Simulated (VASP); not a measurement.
# Pt2Br3: single point with PBE

Crystal: Pt2Br3.

```xyz
5
Lattice="3.9785 0.0000 0.0000 -1.9893 3.4455 0.0000 0.0000 0.0000 9.4869" Properties=species:S:1:pos:R:3 pbc="T T T"
Pt    0.0000    2.2970    1.5029
Pt    1.9893    1.1485    7.9840
Br    0.0000    0.0000    0.0000
Br    0.0000    2.2970    6.7256
Br    1.9893    1.1485    2.7613
```

* Program: VASP 6.6.1
* Task: single point
* Functional: PBE
* Potentials or basis: VASP PAW PBE potentials, release 64 (Pt, Br)
* Cutoff: 500 eV
* k mesh: 12 × 12 × 4
* Occupations: gaussian, width 0.1 eV
* Spin: no spin polarisation

```yaml
Pressure: -0.1 GPa
Band_gap_on_the_k_mesh: zero (an odd number of electrons rules out a gap without spin polarisation)
```

Forces in eV/Å, atoms in the order of the input:
```
Pt   0.000  0.000  0.000
Pt   0.000  0.000  0.000
Br   0.000  0.000  0.000
Br   0.000  0.000  0.003
Br   0.000  0.000 -0.003
```

Levels at points of the mesh, in eV from the Fermi level:
| k point | band 17 | band 18 | band 19 | band 20 | band 21 | band 22 | band 23 | band 24 |
| --- | --- | --- | --- | --- | --- | --- | --- | --- |
| (0.00, 0.00, 0.00) | -2.05 | -1.34 | -0.34 | -0.34 | 0.98 | 0.98 | 1.10 | 3.40 |
| (0.50, 0.00, 0.00) | -1.86 | -1.85 | -0.89 | -0.77 | 0.51 | 0.86 | 1.52 | 4.30 |
| (0.00, 0.00, 0.50) | -2.04 | -1.41 | -0.32 | -0.32 | 0.97 | 0.97 | 1.69 | 2.97 |
| (0.50, 0.00, 0.50) | -1.87 | -1.86 | -0.92 | -0.79 | 0.60 | 0.90 | 1.71 | 3.95 |

It took 5.2 min on 1 thread of AMD EPYC 9755 128-Core Processor, on a shared host, peak memory 0.34 GiB.

Caveat: spin-orbit coupling is left out, which moves the levels of the heavy elements; this functional lacks dispersion, which binds layers or chains, so the pressure and a relaxed spacing across them are unreliable; an odd number of electrons without spin polarisation forces a metal; a magnetic or distorted state may lie lower.
